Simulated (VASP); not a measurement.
## H: single point with PBE

H:

```xyz
2
Lattice="-1.7455 1.7455 2.5810 1.7455 -1.7455 2.5810 1.7455 1.7455 -2.5810" Properties=species:S:1:pos:R:3 pbc="T T T"
H     0.0000    0.0000    4.7381
H     0.0000    0.0000    0.4238
```

This cell differs from its parent crystal: ratio of the length along z to the lengths across it x 1.2, volume and fractional coordinates fixed.

```json
{
  "Program": "VASP 6.6.1",
  "Task": "single point",
  "Functional": "PBE",
  "Potentials or basis": "VASP PAW PBE potentials, release 64 (H)",
  "Cutoff": "520 eV",
  "k mesh": "10 × 10 × 10",
  "Occupations": "gaussian, width 0.05 eV",
  "Spin": "no spin polarisation"
}
```

```
Pressure               : -3.7 GPa
Largest force          : 2.482 eV/Å
Band gap on the k mesh : 8.21 eV, direct
```

Forces in eV/Å, atoms in the order of the input:
```
H    0.000  0.000  2.482
H    0.000  0.000 -2.482
```

Stress tensor (GPa, compression positive):
```
 -0.05   0.00   0.00
  0.00  -0.05   0.00
  0.00   0.00 -10.87
```

Levels at points of the mesh, in eV from the valence-band top:
```tsv
k point	band 1	band 2	band 3	band 4	band 5
(0.00, 0.00, 0.00)	-1.42	12.21	14.26	20.58	20.58
(0.50, 0.00, 0.00)	-0.37	8.69	15.27	15.36	19.23
(0.50, 0.50, 0.00)	-0.08	10.87	11.87	14.79	15.93
(0.50, 0.50, 0.50)	0.00	8.21	14.27	16.03	16.03
```

Run time: 22 s on 1 thread of AMD EPYC 9R45 (Zen 5), with other jobs on the host, peak memory 0.12 GiB.

Caveat: forces of over 1 eV/Å act on the atoms, so gaps and moduli don't describe the material at rest. A k mesh can miss the band edges.
